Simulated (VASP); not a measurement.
**Zr: single point with PBE**

Zr:

```
CELL_PARAMETERS angstrom
3.23923 0.00000 0.00000
-1.61962 2.80526 0.00000
0.00000 0.00000 5.17222
ATOMIC_POSITIONS crystal
Zr 0.33333 0.66667 0.25000
Zr 0.66667 0.33333 0.75000
```

* Program: VASP 6.6.1
* Task: single point
* Functional: PBE
* Potentials or basis: VASP PAW PBE potentials, release 64 (Zr_sv)
* Cutoff: 500 eV
* k mesh: 2 × 5 × 2
* Occupations: gaussian, width 0.1 eV
* Spin: no spin polarisation

```json
{"Pressure": "-3.8 GPa", "Largest force": "0.315 eV/Å", "Band gap on the k mesh": "zero (band 12 reaches 9.76 eV, above the bottom of band 13 at 8.95 eV)"}
```

Forces on the atoms (eV/Å):
```
Zr   0.059 -0.309  0.000
Zr  -0.059  0.309  0.000
```

Stress tensor (GPa, compression positive):
```
-18.68   0.27   0.00
  0.27   1.80   0.00
  0.00   0.00   5.55
```

Levels at points of the mesh, in eV from the Fermi level:
| k point | band 8 | band 9 | band 10 | band 11 | band 12 | band 13 | band 14 | band 15 | band 16 | band 17 |
| --- | --- | --- | --- | --- | --- | --- | --- | --- | --- | --- |
| (0.00, 0.00, 0.00) | -26.44 | -5.72 | -3.08 | 0.79 | 0.79 | 0.92 | 1.04 | 1.47 | 1.47 | 2.07 |
| (0.50, 0.00, 0.00) | -26.56 | -2.60 | -2.57 | -2.19 | -0.31 | 0.49 | 0.69 | 1.36 | 4.78 | 5.17 |
| (0.00, 0.00, 0.50) | -26.52 | -4.03 | -4.03 | -0.04 | -0.04 | 0.70 | 0.70 | 0.70 | 0.70 | 3.84 |
| (0.50, 0.00, 0.50) | -26.67 | -2.91 | -2.91 | -1.11 | -1.11 | 1.52 | 1.52 | 2.13 | 2.13 | 5.00 |

Run time: 4.4 s on 1 thread of Intel(R) Xeon(R) 6975P-C (Granite Rapids), on a shared host, peak memory 0.15 GiB.

Caveat: the k points lie up to 1.12 Å⁻¹ apart.
